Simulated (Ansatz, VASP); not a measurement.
# One calculation of ZrB, two programs

File INCAR:

```
PREC = Accurate
ENCUT = 520
EDIFF = 1E-6
ISMEAR = 0
SIGMA = 0.15
LREAL = F
LASPH = T
NELM = 100
ALGO = Normal
ISIF = 2
LWAVE = F
LCHARG = F
GGA = PS
NBANDS = 14
```

File KPOINTS:

```
Automatic mesh
0
Gamma
  18 18 18
```

POSCAR

```
ZrB
1.0
    0.0000000000      2.3250000000      2.3250000000
    2.3250000000      0.0000000000      2.3250000000
    2.3250000000      2.3250000000      0.0000000000
Zr B
1 1
Direct
    0.0000000000      0.0000000000      0.0000000000
    0.4059139785      0.4059139785      0.5940860215
```

Input for Ansatz:

```yaml
crystal:
  lattice:
    - [0.0, 2.325, 2.325]
    - [2.325, 0.0, 2.325]
    - [2.325, 2.325, 0.0]
  atoms:
    - { symbol: Zr, position: [0.0, 0.0, 0.0] }
    - { symbol: B, position: [0.4059139785, 0.4059139785, 0.5940860215] }
basis:
  ecutwfc: 420
kpoints:
  mp_grid: { grid: [18, 18, 18] }
hamiltonian:
  xc: pbesol
scf:
  occupations: { method: gaussian, width: 0.15 }
output:
  forces: true
  stress: true
  eigenvalues: true
```

Change from the starting cell: all B atoms moved +0.438 Å, as atom 2 towards its neighbour atom 1 (Zr) at 2.325 Å.

Alike in both runs: task single point; functional PBEsol; k mesh 18 × 18 × 18; occupations gaussian, width 0.15 eV; no spin polarisation.

|  | VASP | Ansatz |
| --- | --- | --- |
| version | VASP 6.6.1 | Ansatz 0.2.0 |
| potentials or method | VASP PAW PBE potentials, release 64 (Zr_sv, B), cutoff 520 eV | scalar-relativistic, plane waves, PAW |
| valence electrons in the cell | 15 | 15 |

|  | VASP | Ansatz | Ansatz less VASP |
| --- | --- | --- | --- |
| gap on the k mesh at the Fermi level (eV) | none | none | - |
| rms of the force components (eV/Å) | 3.923 | 3.894 | -0.0299 |

VASP's potentials were made for PBE, not for PBEsol. Atom by atom the forces differ by 0.030 eV/Å (rms over components). A gap of «none» marks a metal or a gap that the smearing closes.
